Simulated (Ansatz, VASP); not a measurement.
This is a calculation of O for Ansatz 0.2.0.

The input input.yaml:

```yaml
crystal:
  lattice:
    - [2.7931946254, -1.6284795617, 0.0]
    - [2.7931946254, 1.6284795617, 0.0]
    - [-2.3456105162, 0.0, 3.5725996965]
  atoms:
    - { symbol: O, position: [0.97454617, 0.97454617, 0.84442598] }
    - { symbol: O, position: [0.02545383, 0.02545383, 0.15557402] }
hamiltonian:
  xc: pbesol
  pseudopotentials: { kind: paw }
kpoints:
  mp_grid: { grid: [10, 10, 7] }
scf:
  occupations: { method: fermi_dirac, width: 0.05 }
output:
  forces: true
  stress: true
  eigenvalues: true
```

Potentials or basis: Ansatz PAW.

Launch:

```bash
$ ansatz run input.yaml --threads 1 --pin off --max-ram 3584MiB --backend cpu --events-out ev --progress --plain --runs-dir out
```

Task: Set up the same calculation for VASP 6.6.1. Potentials there: VASP PAW PBE potentials, release 64 (O).

Result: As run (the cutoff follows the program's own potentials):

INCAR

```
SYSTEM = O
PREC = Accurate
ENCUT = 520
EDIFF = 1E-7
ISMEAR = -1
SIGMA = 0.05
LREAL = .False.
LASPH = .True.
NELM = 100
ALGO = Normal
ISIF = 2
LWAVE = .False.
LCHARG = .False.
GGA = PS
NBANDS = 13
```

Contents of KPOINTS:

```
regular mesh
0
Gamma
  10 10 7
  0 0 0
```

The input POSCAR:

```
O
1.0
    2.7931946254     -1.6284795617      0.0000000000
    2.7931946254      1.6284795617      0.0000000000
   -2.3456105162      0.0000000000      3.5725996965
O
2
Direct
    0.9745461700      0.9745461700      0.8444259800
    0.0254538300      0.0254538300      0.1555740200
```

Potentials or basis: VASP PAW PBE potentials, release 64 (O).

Launch:

```bash
$ cat potpaw_PBE.64/O/POTCAR > POTCAR
$ mpirun -np 1 vasp_std > vasp.out
```

Both were run:

|  | VASP | Ansatz | Ansatz less VASP |
| --- | --- | --- | --- |
| gap on the k mesh at the Fermi level (eV) | none | none | - |
| pressure (GPa) | 2.2 | -0.5 | -2.74 |
| traceless stress, the component that is largest in VASP (GPa) | 7.36 | 2.55 | -4.811 |
| rms of the force components (eV/Å) | 1.441 | 0.548 | -0.8929 |

VASP's potentials were made for PBE, not for PBEsol. Atom by atom the forces differ by 0.899 eV/Å (rms over components). A gap of «none» marks a metal or a gap that the smearing closes.

Noted on VASP's run: the standard files for N, O and F lose accuracy on very short bonds; spin is off for a triplet molecule. Noted on Ansatz's run: spin is off for a triplet molecule.
